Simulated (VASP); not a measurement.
# Hf (P6_3/mmc) in VASP: relaxation of cell and atoms with PBE

Aim: the relaxation of cell and atoms of Hf with PBE.

Program: VASP 6.6.1. These are calculated values, not measurements. Logs are shortened: lines on timing, memory, paths and dates and some standing lists are left out, and cuts for length are marked.

## Step 1: The cell of the first run

It takes space group P6_3/mmc (No. 194, hexagonal). Conventional cell: a = 3.197 Å, b = 3.197 Å, c = 5.058 Å, α = 90.00°, β = 90.00°, γ = 120.00°. Within 4.1 Å of Hf (site symmetry -6m2) lie 12 Hf at 3.13 to 3.20 Å.

## Step 2: Relaxation of cell and atoms, PBE

File INCAR:

```
PREC = Accurate
ENCUT = 600
EDIFF = 1E-6
ISMEAR = 0
SIGMA = 0.1
LREAL = False
LASPH = True
NELM = 100
ALGO = Fast
ISIF = 3
LWAVE = False
LCHARG = False
GGA = PE
IBRION = 2
NSW = 80
EDIFFG = -0.002
```

File KPOINTS:

```
Automatic mesh
0
Gamma
  16 16 10
```

File POSCAR:

```
Hf
1.0
    3.1967000000      0.0000000000      0.0000000000
   -1.5983500000      2.7684234083      0.0000000000
    0.0000000000      0.0000000000      5.0578000000
Hf
2
Direct
    0.3333333333      0.6666666667      0.2500000000
    0.6666666667      0.3333333333      0.7500000000
```

Potentials or basis: VASP PAW PBE potentials, release 64 (Hf_pv).

On the command line:

```console
cat potpaw_PBE.64/Hf_pv/POTCAR > POTCAR
mpirun -np 1 vasp_std > vasp.out
```

OUTCAR:

```text
PREC = Accurate
   ENCUT = 600
   EDIFF = 1E-6
   ISMEAR = 0
   LREAL = False
   LASPH = True
   NELM = 100
   ISIF = 3
   GGA = PE
   IBRION = 2
   NSW = 80
   EDIFFG = -0.002

 ion  position               nearest neighbor table
   1  0.333  0.667  0.250-   2 3.13   2 3.13   2 3.13   2 3.13   2 3.13   2 3.13
   2  0.667  0.333  0.750-   1 3.13   1 3.13   1 3.13   1 3.13   1 3.13   1 3.13

  LATTYP: Found a hexagonal cell.
 ALAT       =     3.1967000000
 C/A-ratio  =     1.5821941377

  Lattice vectors:

 A1 = (   3.1967000000,   0.0000000000,   0.0000000000)
 A2 = (  -1.5983500000,   2.7684234083,   0.0000000000)
 A3 = (   0.0000000000,   0.0000000000,   5.0578000000)

Analysis of symmetry for initial positions (statically):
=====================================================================
 Subroutine PRICEL returns:
 Original cell was already a primitive cell.

 Routine SETGRP: Setting up the symmetry group for a
 hexagonal supercell.

 Subroutine GETGRP returns: Found 24 space group operations
 (whereof 12 operations were pure point group operations)
 out of a pool of 24 trial point group operations.

The static configuration has the point symmetry D_3d.
 The point group associated with its full space group is D_6h.

Analysis of symmetry for dynamics (positions and initial velocities):
=====================================================================
 Subroutine PRICEL returns:
 Original cell was already a primitive cell.

 Routine SETGRP: Setting up the symmetry group for a
 hexagonal supercell.

 Subroutine GETGRP returns: Found 24 space group operations
 (whereof 12 operations were pure point group operations)
 out of a pool of 24 trial point group operations.

The dynamic configuration has the point symmetry D_3d.
 The point group associated with its full space group is D_6h.

 Subroutine INISYM returns: Found 24 space group operations
 (whereof 12 operations are pure point group operations),
 and found     1 'primitive' translations

----------------------------------------------------------------------------------------

                                     Primitive cell

  volume of cell :      44.7606

  direct lattice vectors                    reciprocal lattice vectors
     3.196700000  0.000000000  0.000000000     0.312822598  0.180608211  0.000000000
    -1.598350000  2.768423408  0.000000000     0.000000000  0.361216423  0.000000000
     0.000000000  0.000000000  5.057800000     0.000000000  0.000000000  0.197714421

  length of vectors
     3.196700000  3.196700000  5.057800000     0.361216423  0.361216423  0.197714421

  position of ions in fractional coordinates (direct lattice)
     0.333333333  0.666666667  0.250000000
     0.666666667  0.333333333  0.750000000

  ion indices of the primitive-cell ions
   primitive index   ion index
                 1           1
                 2           2

----------------------------------------------------------------------------------------

 KPOINTS: Automatic mesh

Automatic generation of k-mesh.
 Grid dimensions read from file:
 generate k-points for:   16   16   10

 Generating k-lattice:

  Cartesian coordinates                     Fractional coordinates (reciprocal lattice)
     0.019551412  0.011288013  0.000000000     0.062500000 -0.000000000  0.000000000
     0.000000000  0.022576026  0.000000000     0.000000000  0.062500000  0.000000000
     0.000000000  0.000000000  0.019771442     0.000000000  0.000000000  0.100000000

  Length of vectors
     0.022576026  0.022576026  0.019771442

  Shift w.r.t. Gamma in fractional coordinates (k-lattice)
     0.000000000  0.000000000  0.000000000

 Subroutine IBZKPT returns following result:
 ===========================================

 Found    180 irreducible k-points:

 Following reciprocal coordinates:
            Coordinates               Weight
  0.000000  0.000000  0.000000      1.000000
  0.062500  0.000000  0.000000      6.000000
  0.125000  0.000000  0.000000      6.000000
  0.187500  0.000000  0.000000      6.000000
  0.250000  0.000000  0.000000      6.000000
  0.312500  0.000000  0.000000      6.000000
[... 16 lines left out ...]
  0.187500  0.187500  0.000000      6.000000
  0.250000  0.187500  0.000000     12.000000
 [... further k-points ...]
   k-points           NKPTS =    180   k-points in BZ     NKDIM =    180   number of bands    NBANDS=     14
   number of dos      NEDOS =    301   number of ions     NIONS =      2
   total plane-waves  NPLWV =  31360
   dimension x,y,z NGX =    28 NGY =   28 NGZ =   40
   dimension x,y,z NGXF=    56 NGYF=   56 NGZF=   80
   ions per type =               2
   NGX,Y,Z   is equivalent  to a cutoff of  14.56, 14.56, 13.15 a.u.
   NGXF,Y,Z  is equivalent  to a cutoff of  29.12, 29.12, 26.30 a.u.
 SYSTEM =  unknown system
   PREC   = accura    normal or accurate (medium, high low for compatibility)
   ISTART =      0    job   : 0-new  1-cont  2-samecut
   ICHARG =      2    charge: 1-file 2-atom 10-const
   ISPIN  =      1    spin polarized calculation?
   LNONCOLLINEAR =      F non collinear calculations
   LSORBIT =      F    spin-orbit coupling
   LASPH  =      T    aspherical Exc in radial PAW
   ENCUT  =  600.0 eV  44.10 Ry    6.64 a.u.   6.38  6.38 10.10*2*pi/ulx,y,z
   NELM   =    100;   NELMIN=  2; NELMDL= -5     # of ELM steps
   EDIFF  = 0.1E-05   stopping-criterion for ELM
   LREAL  =      F    real-space projection
   EDIFFG = -.2E-02   stopping-criterion for IOM
   NSW    =     80    number of steps for IOM
   IBRION =      2    ionic relax: 0-MD 1-quasi-New 2-CG
   NFREE  =      1    steps in history (QN), initial steepest desc. (CG)
   ISIF   =      3    stress and relaxation
   ISYM   =      2    0-nonsym 1-usesym 2-fastsym
   POTIM  = 0.5000    time-step for ionic-motion
   TEBEG  =    0.0;   TEEND  =   0.0 temperature during run
   PSTRESS=    0.0 pullay stress
   NELECT =      20.0000    total number of electrons
   NUPDOWN=      -1.0000    fix difference up-down
   EMIN   =  10.00;   EMAX   =-10.00  energy-range for DOS
   EFERMI =   0.00;   METHOD = LEGACY
   ISMEAR =     0;   SIGMA  =   0.10  broadening in eV -4-tet -1-fermi 0-gaus
   EFERMI_NEDOS =   21; number of points for ismear=-14 and -15
   IALGO  =     68    algorithm
   IMIX   =      4    mixing-type and parameters
     AMIX     =   0.40;   BMIX     =  1.00
     AMIX_MAG =   1.60;   BMIX_MAG =  1.00
  volume/ion in A,a.u.               =      22.38       151.03
  Fermi-wavevector in a.u.,A,eV,Ry     =   1.251563  2.365112 21.312311  1.566411
  Thomas-Fermi vector in A             =   2.385505
   LORBIT       =      0    0 simple, 1 ext, 2 COOP (PROOUT), +10 PAW based schemes
   GGA     = PE    functional components
   LHFCALC =     F    Hartree Fock is set to
   AEXX    =    0.0000 exact exchange contribution
   IVDW    =     0    specifies the selected vdW correction
   LEPSILON=     F    determine dielectric tensor
   LRPA    =     F    only Hartree local field effects (RPA)
 conjugate gradient relaxation of ions
 non-spin polarized calculation
 RMM-DIIS sequential band-by-band and
 Gauss-broadening in eV      SIGMA  =   0.10
  energy-cutoff  :      600.00
  volume of cell :       44.76
 maximum number of plane-waves:      1518
 NGX is ok and might be reduce to    28
   NGX = 13   NGY = 13   NGZ = 21

--------------------------------------- Ionic step        1  -------------------------------------------

 number of electron      20.0000001 magnetization

 Free energy of the ion-electron system (eV)
  ---------------------------------------------------
  ext. energy  EPLUGINS =         0.00000000
  ---------------------------------------------------
  free energy    TOTEN  =       -19.85424329 eV

  energy without entropy =      -19.84679336  energy(sigma->0) =      -19.85051833

------------------------ aborting loop because EDIFF is reached ----------------------------------------

  FORCE on cell =-STRESS in cart. coord.  units (eV):
  Direction    XX          YY          ZZ          XY          YZ          ZX
  --------------------------------------------------------------------------------------
  -------------------------------------------------------------------------------------
  Total        0.1113559      0.1113559      0.0563946      0.0000000      0.0000000     -0.0000000
  in kB        3.9859142      3.9859142      2.0186071      0.0000000      0.0000000     -0.0000000
  external PRESSURE =       3.3301452 kB  Pullay stress =       0.0000000 kB

 VOLUME and BASIS-vectors are now :
 -----------------------------------------------------------------------------
  energy-cutoff  :      600.00
  volume of cell :       44.76
      direct lattice vectors                 reciprocal lattice vectors
     3.196700000  0.000000000  0.000000000     0.312822598  0.180608211  0.000000000
    -1.598350000  2.768423408  0.000000000     0.000000000  0.361216423  0.000000000
     0.000000000  0.000000000  5.057800000     0.000000000  0.000000000  0.197714421
[... 145 lines left out ...]
 POSITION                                       TOTAL-FORCE (eV/Angst)
 -----------------------------------------------------------------------------------
     -0.00000      1.84830      1.26458        -0.000000     -0.000000      0.000000
      1.60067      0.92415      3.79374         0.000000      0.000000      0.000000
 -----------------------------------------------------------------------------------
    total drift:                               -0.000000      0.000000     -0.000000

  FREE ENERGIE OF THE ION-ELECTRON SYSTEM (eV)
  ---------------------------------------------------
  free  energy   TOTEN  =       -19.8544122255 eV

  energy  without entropy=      -19.8469948592  energy(sigma->0) =      -19.85070354

--------------------------------------- Ionic step        6  -------------------------------------------

 number of electron      20.0000001 magnetization

 Free energy of the ion-electron system (eV)
  ---------------------------------------------------
  ext. energy  EPLUGINS =         0.00000000
  ---------------------------------------------------
  free energy    TOTEN  =       -19.85441302 eV

  energy without entropy =      -19.84700629  energy(sigma->0) =      -19.85070965

 E-fermi :   4.9045     XC(G=0): -11.2680

 val. band max:        4.8935470097   @ k =   0.3750   0.2500   0.3000
 cond. band min:       4.9060506605   @ k =   0.1875   0.0000   0.3000
 fundamental gap:      0.0125036508
 Fermi energy:         4.9045385638

 k-point     1 :       0.0000    0.0000    0.0000
  band No.  band energies     occupation
      1     -26.1856      2.00000
      2     -25.4493      2.00000
      3     -25.4493      2.00000
      4     -25.3254      2.00000
      5     -25.3217      2.00000
      6     -25.3217      2.00000
      7      -2.4743      2.00000
      8       1.2014      2.00000
      9       5.5393      0.00000
     10       6.0716      0.00000
     11       6.0716      0.00000
     12       6.3674      0.00000
     13       6.8937      0.00000
     14       6.8937      0.00000

 k-point     2 :       0.0625    0.0000    0.0000
  band No.  band energies     occupation
      1     -26.1756      2.00000
      2     -25.4706      2.00000
      3     -25.4565      2.00000
      4     -25.3443      2.00000
      5     -25.3301      2.00000
      6     -25.3245      2.00000
      7      -2.3563      2.00000
      8       1.3181      2.00000
      9       5.3809      0.00000
     10       5.7392      0.00000
[... 362 lines left out ...]
 k-point    24 :       0.2500    0.1875    0.0000
  band No.  band energies     occupation
      1     -25.8898      2.00000
      2     -25.8602      2.00000
      3     -25.8043      2.00000
      4     -25.6144      2.00000
      5     -25.4948      2.00000
      6     -25.4799      2.00000
      7       1.0024      2.00000
      8       3.0929      2.00000
      9       3.2510      2.00000
     10       3.6506      2.00000
     11       5.3180      0.00000
     12       5.8476      0.00000
     13       6.1416      0.00000
     14       8.6647      0.00000

 [... further k-points ...]

------------------------ aborting loop because EDIFF is reached ----------------------------------------

  FORCE on cell =-STRESS in cart. coord.  units (eV):
  Direction    XX          YY          ZZ          XY          YZ          ZX
  --------------------------------------------------------------------------------------
  -------------------------------------------------------------------------------------
  Total        0.0037106      0.0037106      0.0032252      0.0000000      0.0000000      0.0000000
  in kB        0.1324286      0.1324286      0.1151051      0.0000000      0.0000000      0.0000000
  external PRESSURE =       0.1266541 kB  Pullay stress =       0.0000000 kB

 VOLUME and BASIS-vectors are now :
 -----------------------------------------------------------------------------
  energy-cutoff  :      600.00
  volume of cell :       44.89
      direct lattice vectors                 reciprocal lattice vectors
     3.201714458  0.000000000 -0.000000000     0.312332662  0.180325347  0.000000000
    -1.600857229  2.772766057  0.000000000     0.000000000  0.360650693  0.000000000
    -0.000000000 -0.000000000  5.056855045     0.000000000  0.000000000  0.197751367

 POSITION                                       TOTAL-FORCE (eV/Angst)
 -----------------------------------------------------------------------------------
     -0.00000      1.84851      1.26421        -0.000000     -0.000000      0.000000
      1.60086      0.92426      3.79264         0.000000      0.000000      0.000000
 -----------------------------------------------------------------------------------
    total drift:                               -0.000000      0.000000     -0.000000

  FREE ENERGIE OF THE ION-ELECTRON SYSTEM (eV)
  ---------------------------------------------------
  free  energy   TOTEN  =       -19.8544130168 eV

  energy  without entropy=      -19.8470062872  energy(sigma->0) =      -19.85070965

 reached required accuracy - stopping structural energy minimisation
```

Wall time 5.1 min (1 thread of Intel Xeon 6975P-C, shared host); peak memory 0.28 GiB.

What came out:

```
Free energy                            : -19.8544 eV
Relaxed volume                         : 22.45 Å³/atom
Relaxed cell                           : a = 3.202 Å, b = 3.202 Å, c = 5.057 Å, α = 90.00°, β = 90.00°, γ = 120.00°
Space group after relaxing (to 0.05 Å) : P6_3/mmc (No. 194)
Energy gained by relaxing              : 0.1 meV/atom
Ionic steps                            : 6
Pressure after relaxing                : 0.0 GPa
Band gap on the k mesh                 : zero (band 10 reaches 6.07 eV, above the bottom of band 11 at 4.52 eV)
```

The path:
| step | energy change (eV) | largest force (eV/Å) | pressure (GPa) | volume (Å³) |
| --- | --- | --- | --- | --- |
| 1 | 0.0000 | 0.0000 | 0.33 | 44.76 |
| 2 | 0.0000 | 0.0000 | -0.39 | 45.06 |
| 3 | -0.0002 | 0.0000 | -0.02 | 44.90 |
| 4 | -0.0002 | 0.0000 | -0.01 | 44.90 |
| 5 | -0.0002 | 0.0000 | 0.01 | 44.90 |
| 6 | -0.0002 | 0.0000 | 0.01 | 44.89 |

Final structure:
```
Hf
1.0
     3.20171    0.00000    0.00000
    -1.60086    2.77277    0.00000
     0.00000    0.00000    5.05686
Hf
2
Direct
  0.33333 0.66667 0.25000
  0.66667 0.33333 0.75000
```

Levels at points of the mesh, in eV from the Fermi level:
```tsv
k point	band 7	band 8	band 9	band 10	band 11	band 12	band 13	band 14
(0.00, 0.00, 0.00)	-7.38	-3.70	0.63	1.17	1.17	1.46	1.99	1.99
(0.50, 0.00, 0.00)	-3.36	-2.74	-2.22	-0.82	0.77	0.87	1.68	5.85
(0.00, 0.00, 0.50)	-5.40	-5.40	0.15	0.15	1.05	1.05	1.05	1.05
(0.50, 0.00, 0.50)	-3.40	-3.40	-0.98	-0.98	1.16	1.16	2.62	2.62
```

Caveat: spin-orbit coupling is left out, which moves the levels of the heavy elements.
